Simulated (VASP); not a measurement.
Write the native input for VASP 6.6.1 that does the following.

```yaml
Task: relaxation of cell and atoms
Functional: PBE
Potentials_or_basis: VASP PAW PBE potentials, release 64 (Mg, B)
Cutoff: 600 eV
k_mesh: 18 × 18 × 14
Occupations: gaussian, width 0.1 eV
Spin: no spin polarisation
Dipole_correction: no
Further_INCAR_settings: ALGO = Normal; EDIFF = 1e-07; IBRION = 2; EDIFFG = -0.01; NSW = 100; ISIF = 3
```

The structure of MgB2 lies in POSCAR:

```
MgB2
1.0
    3.0627620200      0.0000000000      0.0000000000
   -1.5313810100      2.6524298200      0.0000000000
    0.0000000000      0.0000000000      3.5208704500
Mg B
1 2
Direct
    0.0000000000      0.0000000000      0.0000000000
    0.6666666900      0.3333333400      0.5000000000
    0.3333333400      0.6666666900      0.5000000000
```

One way to write it, as run:

INCAR

```
ALGO = Normal ; EDIFF = 1E-7
EDIFFG = -0.01 ; ENCUT = 600
GGA = PE ; IBRION = 2
ISIF = 3 ; ISMEAR = 0
LASPH = True ; LCHARG = False
LREAL = False ; LWAVE = False
NELM = 80 ; NSW = 100
PREC = Accurate ; SIGMA = 0.1
```

KPOINTS

```
k-points
0
Gamma
  18 18 14
```

Potentials or basis: VASP PAW PBE potentials, release 64 (Mg, B).

The run is started by

```console
$ cat potpaw_PBE.64/Mg/POTCAR potpaw_PBE.64/B/POTCAR > POTCAR
$ mpirun -np 1 vasp_std > vasp.out
```

It gave:

| Property | Result |
| --- | --- |
| Relaxed volume | 9.61 Å³/atom |
| Relaxed cell | a = 3.074 Å, b = 3.074 Å, c = 3.522 Å, α = 90.00°, β = 90.00°, γ = 120.00° |
| Space group after relaxing (to 0.05 Å) | P6/mmm (No. 191) |
| Energy gained by relaxing | 0.4 meV/atom |
| Ionic steps | 3 |
| Pressure after relaxing | 0.0 GPa |
| Band gap on the k mesh | zero (band 4 reaches 7.10 eV, above the bottom of band 5 at 3.30 eV) |

Run time: 70 s on 1 thread of Intel(R) Xeon(R) Platinum 8559C (Emerald Rapids) (shared host), peak memory 0.22 GiB.
